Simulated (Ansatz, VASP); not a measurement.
One calculation of C, two programs

File INCAR:

```
PREC     = Accurate       # precision mode
ENCUT    = 520            # plane-wave cutoff, eV
EDIFF    = 1E-7           # SCF threshold, eV
ISMEAR   = -1             # smearing method
SIGMA    = 0.02           # smearing width, eV
LREAL    = False          # projectors in reciprocal space
LASPH    = True           # aspherical terms in the spheres
NELM     = 80             # most SCF steps
ALGO     = Normal         # electronic algorithm
ISIF     = 2              # what is computed and relaxed
LWAVE    = False          # write WAVECAR
LCHARG   = False          # write CHGCAR
GGA      = PE             # functional
NBANDS   = 16             # bands
```

Contents of KPOINTS:

```
regular mesh
0
Gamma
  12 12 6
```

The input POSCAR:

```
C
1.0
    2.5532592808      0.0000000000      0.0000000000
   -1.2766296404      2.1678307839      0.0000000000
    0.0000000000      0.0000000000      4.1688692751
C
4
Direct
    0.3331848458      0.6663696915      0.0001955540
    0.6668151542      0.3336303085      0.5001955540
    0.3331848458      0.6663696915      0.3748044460
    0.6668151542      0.3336303085      0.8748044460
```

Input for Ansatz:

```yaml
crystal:
  lattice:
    - [2.5532592808, 0.0, 0.0]
    - [-1.2766296404, 2.1678307839, 0.0]
    - [0.0, 0.0, 4.1688692751]
  atoms:
    - { symbol: C, position: [0.3331848458, 0.6663696915, 0.000195554] }
    - { symbol: C, position: [0.6668151542, 0.3336303085, 0.500195554] }
    - { symbol: C, position: [0.3331848458, 0.6663696915, 0.374804446] }
    - { symbol: C, position: [0.6668151542, 0.3336303085, 0.874804446] }
kpoints:
  mp_grid: { grid: [12, 12, 6] }
  band_path:
    path:
      - [0.0, 0.0, 0.0]
      - [0.5, 0.0, 0.0]
      - [0.3333333333, 0.3333333333, 0.0]
      - [0.0, 0.0, 0.5]
      - [0.5, 0.0, 0.5]
      - [0.3333333333, 0.3333333333, 0.5]
      - [0.330729, 0.334635, 0.0]
    npoints: 1
hamiltonian:
  xc: pbe
scf:
  occupations: { method: fermi_dirac, width: 0.02 }
  n_extra_bands: 5
output:
  forces: true
  stress: true
  eigenvalues: true
```

Change from the starting cell: uniaxial_x strain +2.0%.

Alike in both runs: task single point; functional PBE; k mesh 12 × 12 × 6; occupations fermi-dirac, width 0.02 eV; no spin polarisation.

|  | VASP | Ansatz |
| --- | --- | --- |
| version | VASP 6.6.1 | Ansatz 0.2.0 |
| potentials or method | VASP PAW PBE potentials, release 64 (C) | plane waves, PAW |
| plane-wave cutoff (eV) | 520 | 420 |
| valence electrons in the cell | 16 | 16 |

```tsv
	VASP	Ansatz	Ansatz less VASP
gap on the k mesh at the Fermi level (eV)	3.33	3.35	+0.014
pressure (GPa)	-3.6	-4.2	-0.61
traceless stress, the component that is largest in VASP (GPa)	-14.23	-14.20	+0.027
rms of the force components (eV/Å)	0.012	0.010	-0.0024
```

Atom by atom the forces differ by 0.003 eV/Å (rms over components).
